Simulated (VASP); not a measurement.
# Be4NiGe (F-43m) in VASP: further runs

Runs on Be4NiGe. Level: LDA. Tasks: single point.

Program: VASP 6.6.1. These are calculated values, not measurements. Logs are shortened: lines on timing, memory, paths and dates and some standing lists are left out, and cuts for length are marked.

### 1 The cell of the first run

Symmetry: F-43m, No. 216, cubic system. The conventional cell has a = 6.132 Å, b = 6.132 Å, c = 6.132 Å, α = 90.00°, β = 90.00°, γ = 90.00°. Within 2.8 Å of Be (site symmetry 3m) lie 6 Be at 2.14 to 2.20 Å and 3 Ni at 2.54 Å and 3 Ge at 2.55 Å. Within 3.4 Å of Ni (site symmetry -43m) lie 12 Be at 2.54 Å and 4 Ge at 2.66 Å. Within 3.4 Å of Ge (site symmetry -43m) lie 12 Be at 2.55 Å and 4 Ni at 2.66 Å.

### 2 Single point, LDA, collinear spin, ferromagnetic start

Input file INCAR:

```
  PREC = Accurate
  ENCUT = 520
  EDIFF = 1E-6
  ISMEAR = 0
  SIGMA = 0.1
  LREAL = F
  LASPH = T
  NELM = 150
  ALGO = Normal
  ISIF = 2
  LWAVE = F
  LCHARG = F
  ISPIN = 2
  MAGMOM = 0 0 0 0 1.5 0
  LORBIT = 11
  LMAXMIX = 4
  NBANDS = 29
```

Input file KPOINTS:

```
Automatic mesh
0
Gamma
  2 2 2
```

Input file POSCAR:

```
Be4NiGe
1.0
    0.0000000000      3.0659080000      3.0659080000
    3.0659080000      0.0000000000      3.0659080000
    3.0659080000      3.0659080000      0.0000000000
Be Ni Ge
4 1 1
Direct
    0.3767360000      0.3767360000      0.3767360000
    0.8697920000      0.3767360000      0.3767360000
    0.3767360000      0.3767360000      0.8697920000
    0.3767360000      0.8697920000      0.3767360000
    0.7500000000      0.7500000000      0.7500000000
    0.0000000000      0.0000000000      0.0000000000
```

Potentials or basis: VASP PAW LDA potentials, release 64 (Be, Ni, Ge_d).

The run is started by

```
> cat potpaw_LDA.64/Be/POTCAR potpaw_LDA.64/Ni/POTCAR potpaw_LDA.64/Ge_d/POTCAR > POTCAR
> mpirun -np 1 vasp_std > vasp.out
```

OUTCAR:

```text
PREC = Accurate
   ENCUT = 520
   EDIFF = 1E-6
   ISMEAR = 0
   LREAL = F
   LASPH = T
   NELM = 150
   ISIF = 2
   ISPIN = 2
   LORBIT = 11

 ion  position               nearest neighbor table
   1  0.377  0.377  0.377-   2 2.14   3 2.14   4 2.14   3 2.20   4 2.20   2 2.20   5 2.54   5 2.54
                             5 2.54   6 2.55   6 2.55   6 2.55
   2  0.870  0.377  0.377-   1 2.14   3 2.14   4 2.14   1 2.20   3 2.20   4 2.20   5 2.54   5 2.54
                             5 2.54   6 2.55   6 2.55   6 2.55
   3  0.377  0.377  0.870-   1 2.14   2 2.14   4 2.14   1 2.20   4 2.20   2 2.20   5 2.54   5 2.54
                             5 2.54   6 2.55   6 2.55   6 2.55
   4  0.377  0.870  0.377-   1 2.14   2 2.14   3 2.14   3 2.20   1 2.20   2 2.20   5 2.54   5 2.54
                             5 2.54   6 2.55   6 2.55   6 2.55
   5  0.750  0.750  0.750-   1 2.54   3 2.54   4 2.54   1 2.54   2 2.54   3 2.54   1 2.54   2 2.54
                             4 2.54   2 2.54   3 2.54   4 2.54   6 2.66   6 2.66   6 2.66   6 2.66
   6  0.000  0.000  0.000-   2 2.55   3 2.55   4 2.55   1 2.55   1 2.55   1 2.55   2 2.55   2 2.55
                             3 2.55   4 2.55   3 2.55   4 2.55   5 2.66   5 2.66   5 2.66   5 2.66

  LATTYP: Found a face centered cubic cell.
 ALAT       =     6.1318160000

  Lattice vectors:

 A1 = (   0.0000000000,   3.0659080000,   3.0659080000)
 A2 = (   3.0659080000,   0.0000000000,   3.0659080000)
 A3 = (   3.0659080000,   3.0659080000,   0.0000000000)

Analysis of symmetry for initial positions (statically):
=====================================================================
 Subroutine PRICEL returns:
 Original cell was already a primitive cell.

 Routine SETGRP: Setting up the symmetry group for a
 face centered cubic supercell.

 Subroutine GETGRP returns: Found 24 space group operations
 (whereof 24 operations were pure point group operations)
 out of a pool of 48 trial point group operations.

The static configuration has the point symmetry T_d .

Analysis of symmetry for dynamics (positions and initial velocities):
=====================================================================
 Subroutine PRICEL returns:
 Original cell was already a primitive cell.

 Routine SETGRP: Setting up the symmetry group for a
 face centered cubic supercell.

 Subroutine GETGRP returns: Found 24 space group operations
 (whereof 24 operations were pure point group operations)
 out of a pool of 48 trial point group operations.

The dynamic configuration has the point symmetry T_d .

Analysis of structural, dynamic, and magnetic symmetry:
=====================================================================
 Subroutine PRICEL returns:
 Original cell was already a primitive cell.

 Routine SETGRP: Setting up the symmetry group for a
 face centered cubic supercell.

 Subroutine GETGRP returns: Found 24 space group operations
 (whereof 24 operations were pure point group operations)
 out of a pool of 48 trial point group operations.

The overall configuration has the point symmetry T_d .

 Subroutine INISYM returns: Found 24 space group operations
 (whereof 24 operations are pure point group operations),
 and found     1 'primitive' translations

----------------------------------------------------------------------------------------

                                     Primitive cell

  volume of cell :      57.6378

  direct lattice vectors                    reciprocal lattice vectors
     0.000000000  3.065908000  3.065908000    -0.163083824  0.163083824  0.163083824
     3.065908000  0.000000000  3.065908000     0.163083824 -0.163083824  0.163083824
     3.065908000  3.065908000  0.000000000     0.163083824  0.163083824 -0.163083824

  length of vectors
     4.335848675  4.335848675  4.335848675     0.282469469  0.282469469  0.282469469

  position of ions in fractional coordinates (direct lattice)
     0.376736000  0.376736000  0.376736000
     0.869792000  0.376736000  0.376736000
     0.376736000  0.376736000  0.869792000
     0.376736000  0.869792000  0.376736000
     0.750000000  0.750000000  0.750000000
     0.000000000  0.000000000  0.000000000

  ion indices of the primitive-cell ions
   primitive index   ion index
                 1           1
                 2           2
                 3           3
                 4           4
                 5           5
                 6           6

----------------------------------------------------------------------------------------

 KPOINTS: Automatic mesh

Automatic generation of k-mesh.
 Grid dimensions read from file:
 generate k-points for:    2    2    2

 Generating k-lattice:

  Cartesian coordinates                     Fractional coordinates (reciprocal lattice)
    -0.081541912  0.081541912  0.081541912     0.500000000  0.000000000  0.000000000
     0.081541912 -0.081541912  0.081541912     0.000000000  0.500000000  0.000000000
     0.081541912  0.081541912 -0.081541912     0.000000000  0.000000000  0.500000000

  Length of vectors
     0.141234734  0.141234734  0.141234734

  Shift w.r.t. Gamma in fractional coordinates (k-lattice)
     0.000000000  0.000000000  0.000000000

 Subroutine IBZKPT returns following result:
 ===========================================

 Found      3 irreducible k-points:

 Following reciprocal coordinates:
            Coordinates               Weight
  0.000000  0.000000  0.000000      1.000000
  0.500000  0.000000  0.000000      4.000000
  0.500000  0.500000  0.000000      3.000000
   k-points           NKPTS =      3   k-points in BZ     NKDIM =      3   number of bands    NBANDS=     29
   number of dos      NEDOS =    301   number of ions     NIONS =      6
   total plane-waves  NPLWV =  32768
   dimension x,y,z NGX =    32 NGY =   32 NGZ =   32
   dimension x,y,z NGXF=    64 NGYF=   64 NGZF=   64
   ions per type =               4   1   1
   NGX,Y,Z   is equivalent  to a cutoff of  12.27, 12.27, 12.27 a.u.
   NGXF,Y,Z  is equivalent  to a cutoff of  24.54, 24.54, 24.54 a.u.
 SYSTEM =  unknown system
   PREC   = accura    normal or accurate (medium, high low for compatibility)
   ISTART =      0    job   : 0-new  1-cont  2-samecut
   ICHARG =      2    charge: 1-file 2-atom 10-const
   ISPIN  =      2    spin polarized calculation?
   LNONCOLLINEAR =      F non collinear calculations
   LSORBIT =      F    spin-orbit coupling
   LASPH  =      T    aspherical Exc in radial PAW
   ENCUT  =  520.0 eV  38.22 Ry    6.18 a.u.   8.06  8.06  8.06*2*pi/ulx,y,z
   NELM   =    150;   NELMIN=  2; NELMDL= -5     # of ELM steps
   EDIFF  = 0.1E-05   stopping-criterion for ELM
   LREAL  =      F    real-space projection
   EDIFFG = 0.1E-04   stopping-criterion for IOM
   NSW    =      0    number of steps for IOM
   IBRION =     -1    ionic relax: 0-MD 1-quasi-New 2-CG
   NFREE  =      0    steps in history (QN), initial steepest desc. (CG)
   ISIF   =      2    stress and relaxation
   ISYM   =      2    0-nonsym 1-usesym 2-fastsym
   POTIM  = 0.5000    time-step for ionic-motion
   TEBEG  =    0.0;   TEEND  =   0.0 temperature during run
   PSTRESS=    0.0 pullay stress
   NELECT =      32.0000    total number of electrons
   NUPDOWN=      -1.0000    fix difference up-down
   EMIN   =  10.00;   EMAX   =-10.00  energy-range for DOS
   EFERMI =   0.00;   METHOD = LEGACY
   ISMEAR =     0;   SIGMA  =   0.10  broadening in eV -4-tet -1-fermi 0-gaus
   EFERMI_NEDOS =   21; number of points for ismear=-14 and -15
   IALGO  =     38    algorithm
   IMIX   =      4    mixing-type and parameters
     AMIX     =   0.40;   BMIX     =  1.00
     AMIX_MAG =   1.60;   BMIX_MAG =  1.00
  volume/ion in A,a.u.               =       9.61        64.83
  Fermi-wavevector in a.u.,A,eV,Ry     =   1.345517  2.542658 24.632188  1.810415
  Thomas-Fermi vector in A             =   2.473423
   LORBIT       =     11    0 simple, 1 ext, 2 COOP (PROOUT), +10 PAW based schemes
   GGA     = CA    functional components
   LHFCALC =     F    Hartree Fock is set to
   AEXX    =    0.0000 exact exchange contribution
   IVDW    =     0    specifies the selected vdW correction
   LEPSILON=     F    determine dielectric tensor
   LRPA    =     F    only Hartree local field effects (RPA)
 spin polarized calculation
 Gauss-broadening in eV      SIGMA  =   0.10
  energy-cutoff  :      520.00
  volume of cell :       57.64
 maximum number of plane-waves:      1572
   NGX = 17   NGY = 17   NGZ = 17

 number of electron      31.9999981 magnetization       0.0166809

 number of electron      31.9999981 magnetization      -0.0001967

 Free energy of the ion-electron system (eV)
  ---------------------------------------------------
  ext. energy  EPLUGINS =         0.00000000
  ---------------------------------------------------
  free energy    TOTEN  =       -28.98312815 eV

  energy without entropy =      -28.98054978  energy(sigma->0) =      -28.98183896

 E-fermi :   8.0029     XC(G=0): -11.7424

 val. band max:        7.8262416535   @ k =   0.5000   0.0000   0.0000
 cond. band min:       8.1963450053   @ k =   0.5000   0.0000   0.0000
 fundamental gap:      0.3701033519
 Fermi energy:         8.0029285504

 spin component 1

 k-point     1 :       0.0000    0.0000    0.0000
  band No.  band energies     occupation
      1     -16.7021      1.00000
      2     -16.7021      1.00000
      3     -16.6993      1.00000
      4     -16.6993      1.00000
      5     -16.6993      1.00000
      6      -4.5865      1.00000
[... 20 lines left out ...]
     27      21.2214      0.00000
     28      21.2214      0.00000

 k-point     2 :       0.5000    0.0000    0.0000
  band No.  band energies     occupation
      1     -16.7020      1.00000
      2     -16.7020      1.00000
      3     -16.6985      1.00000
      4     -16.6964      1.00000
      5     -16.6964      1.00000
      6      -2.9830      1.00000
[... 20 lines left out ...]
     27      18.4856      0.00000
     28      19.8104      0.00000

 k-point     3 :       0.5000    0.5000    0.0000
  band No.  band energies     occupation
      1     -16.7028      1.00000
      2     -16.7014      1.00000
      3     -16.6995      1.00000
      4     -16.6947      1.00000
      5     -16.6947      1.00000
      6      -2.2969      1.00000
[... 20 lines left out ...]
     27      18.1874      0.00000
     28      18.1874      0.00000
 Fermi energy:         8.0029285504

 spin component 2

 k-point     1 :       0.0000    0.0000    0.0000
  band No.  band energies     occupation
      1     -16.7021      1.00000
      2     -16.7021      1.00000
      3     -16.6993      1.00000
      4     -16.6993      1.00000
      5     -16.6993      1.00000
      6      -4.5864      1.00000
[... 20 lines left out ...]
     27      21.2215      0.00000
     28      21.2219      0.00000

 k-point     2 :       0.5000    0.0000    0.0000
  band No.  band energies     occupation
      1     -16.7020      1.00000
      2     -16.7020      1.00000
      3     -16.6985      1.00000
      4     -16.6964      1.00000
      5     -16.6964      1.00000
      6      -2.9830      1.00000
[... 20 lines left out ...]
     27      18.4857      0.00000
     28      19.8104      0.00000

 k-point     3 :       0.5000    0.5000    0.0000
  band No.  band energies     occupation
      1     -16.7028      1.00000
      2     -16.7014      1.00000
      3     -16.6995      1.00000
      4     -16.6947      1.00000
      5     -16.6947      1.00000
      6      -2.2969      1.00000
[... 20 lines left out ...]
     27      18.1874      0.00000
     28      18.1874      0.00000
 [bands above 28 left out]

------------------------ aborting loop because EDIFF is reached ----------------------------------------

  FORCE on cell =-STRESS in cart. coord.  units (eV):
  Direction    XX          YY          ZZ          XY          YZ          ZX
  --------------------------------------------------------------------------------------
  -------------------------------------------------------------------------------------
  Total       -0.6310078     -0.6310078     -0.6310078     -0.0000000     -0.0000000      0.0000000
  in kB      -17.5403378    -17.5403378    -17.5403378     -0.0000000     -0.0000000      0.0000000
  external PRESSURE =     -17.5403378 kB  Pullay stress =       0.0000000 kB

 VOLUME and BASIS-vectors are now :
 -----------------------------------------------------------------------------
  energy-cutoff  :      520.00
  volume of cell :       57.64
      direct lattice vectors                 reciprocal lattice vectors
     0.000000000  3.065908000  3.065908000    -0.163083824  0.163083824  0.163083824
     3.065908000  0.000000000  3.065908000     0.163083824 -0.163083824  0.163083824
     3.065908000  3.065908000  0.000000000     0.163083824  0.163083824 -0.163083824

 POSITION                                       TOTAL-FORCE (eV/Angst)
 -----------------------------------------------------------------------------------
      2.31008      2.31008      2.31008         0.054427      0.054427      0.054427
      2.31008      3.82174      3.82174         0.054427     -0.054427     -0.054427
      3.82174      3.82174      2.31008        -0.054427     -0.054427      0.054427
      3.82174      2.31008      3.82174        -0.054427      0.054427     -0.054427
      4.59886      4.59886      4.59886        -0.000000     -0.000000      0.000000
      0.00000      0.00000      0.00000        -0.000000     -0.000000     -0.000000
 -----------------------------------------------------------------------------------
    total drift:                               -0.000000     -0.000000     -0.000000

  FREE ENERGIE OF THE ION-ELECTRON SYSTEM (eV)
  ---------------------------------------------------
  free  energy   TOTEN  =       -28.9831281480 eV

  energy  without entropy=      -28.9805497769  energy(sigma->0) =      -28.98183896

 total charge

# of ion       s       p       d       tot
------------------------------------------
    1        0.422   0.706   0.000   1.128
    2        0.422   0.706   0.000   1.128
    3        0.422   0.706   0.000   1.128
    4        0.422   0.706   0.000   1.128
    5        0.501   0.459   8.351   9.311
    6        1.273   1.118  10.092  12.484
--------------------------------------------------
tot          3.461   4.400  18.443  26.305

 magnetization (x)

# of ion       s       p       d       tot
------------------------------------------
    1        0.000   0.000   0.000   0.000
    2        0.000   0.000   0.000   0.000
    3        0.000   0.000   0.000   0.000
    4        0.000   0.000   0.000   0.000
    5        0.000   0.000  -0.000  -0.000
    6       -0.000  -0.000   0.000  -0.000
--------------------------------------------------
tot          0.000   0.000  -0.000  -0.000
```

Run time: 16 s. Hardware: 1 thread of AMD EPYC 7R43 (Zen 3), shared host; peak memory 0.13 GiB.

What came out:

| Property | Result |
| --- | --- |
| Free energy | -28.9831 eV |
| Pressure | -1.8 GPa |
| Largest force | 0.094 eV/Å |
| Band gap on the k mesh | 0.37 eV |
| Net moment | 0.00 μB per cell |
| Valence electrons inside the program's atomic spheres | Be 1.13; Ni 9.31; Ge 12.48 |

Forces in eV/Å, atoms in the order of the input:
```
Be   0.054  0.054  0.054
Be   0.054 -0.054 -0.054
Be  -0.054 -0.054  0.054
Be  -0.054  0.054 -0.054
Ni   0.000  0.000  0.000
Ge   0.000  0.000  0.000
```

Levels at points of the mesh, in eV from the valence-band top:
Spin up:
```tsv
k point	band 13	band 14	band 15	band 16	band 17	band 18	band 19	band 20
(0.00, 0.00, 0.00)	-1.08	-1.04	-1.04	-1.04	0.88	0.88	0.88	2.64
(0.50, 0.00, 0.00)	-2.70	-2.39	-2.39	0.00	0.37	0.37	3.89	4.74
(0.50, 0.50, 0.00)	-2.54	-2.54	-1.82	-1.24	4.00	4.56	5.19	5.19
```
Spin down:
| k point | band 13 | band 14 | band 15 | band 16 | band 17 | band 18 | band 19 | band 20 |
| --- | --- | --- | --- | --- | --- | --- | --- | --- |
| (0.00, 0.00, 0.00) | -1.08 | -1.04 | -1.04 | -1.04 | 0.88 | 0.88 | 0.88 | 2.64 |
| (0.50, 0.00, 0.00) | -2.70 | -2.39 | -2.39 | 0.00 | 0.37 | 0.37 | 3.89 | 4.74 |
| (0.50, 0.50, 0.00) | -2.54 | -2.54 | -1.82 | -1.24 | 4.00 | 4.56 | 5.19 | 5.19 |

Caveat: the k points lie up to 0.89 Å⁻¹ apart.

### 3 Single point, LDA, collinear spin, ferromagnetic start

Input file INCAR:

```
SYSTEM = Be4NiGe
  PREC = Accurate
  ENCUT = 520
  EDIFF = 1E-6
  ISMEAR = 0
  SIGMA = 0.1
  LREAL = .FALSE.
  LASPH = .TRUE.
  NELM = 150
  ALGO = Normal
  ISIF = 2
  LWAVE = .FALSE.
  LCHARG = .FALSE.
  ISPIN = 2
  MAGMOM = 0 0 0 0 1.5 0
  LORBIT = 11
  LMAXMIX = 4
  GGA = CA
  NBANDS = 29
```

Input file KPOINTS:

```
Automatic mesh
0
G
  3 3 3
  0 0 0
```

POSCAR is that of step 2.

Potentials or basis: VASP PAW LDA potentials, release 64 (Be, Ni, Ge_d).

The run is started by

```
> cat potpaw_LDA.64/Be/POTCAR potpaw_LDA.64/Ni/POTCAR potpaw_LDA.64/Ge_d/POTCAR > POTCAR
> mpirun -np 1 vasp_std > vasp.out
```

Wall time 22 s (1 thread of AMD EPYC 7R43 (Zen 3), shared host); peak memory 0.13 GiB.

Results (log left out):

```yaml
Free_energy: -28.4656 eV
Pressure: -5.6 GPa
Largest_force: 0.037 eV/Å
Band_gap_on_the_k_mesh: 0.10 eV (least direct gap 0.79 eV)
Net_moment: 0.00 μB per cell
Valence_electrons_inside_the_program's_atomic_spheres: Be 1.13; Ni 9.33; Ge 12.44
```

Forces on the atoms (eV/Å):
```
Be  -0.021 -0.021 -0.021
Be  -0.021  0.021  0.021
Be   0.021  0.021 -0.021
Be   0.021 -0.021  0.021
Ni   0.000  0.000  0.000
Ge   0.000  0.000  0.000
```

Levels at points of the mesh, in eV from the valence-band top:
Spin up:
| k point | band 12 | band 13 | band 14 | band 15 | band 16 | band 17 | band 18 | band 19 | band 20 | band 21 |
| --- | --- | --- | --- | --- | --- | --- | --- | --- | --- | --- |
| (0.00, 0.00, 0.00) | -3.32 | -1.54 | -1.36 | -1.36 | -1.36 | 0.49 | 0.49 | 0.49 | 2.29 | 2.29 |
Spin down:
| k point | band 13 | band 14 | band 15 | band 16 | band 17 | band 18 | band 19 | band 20 |
| --- | --- | --- | --- | --- | --- | --- | --- | --- |
| (0.00, 0.00, 0.00) | -1.54 | -1.36 | -1.36 | -1.36 | 0.49 | 0.49 | 0.49 | 2.29 |

Caveat: the k points lie up to 0.59 Å⁻¹ apart; an odd mesh through Γ misses points on the zone boundary, where band edges can lie.
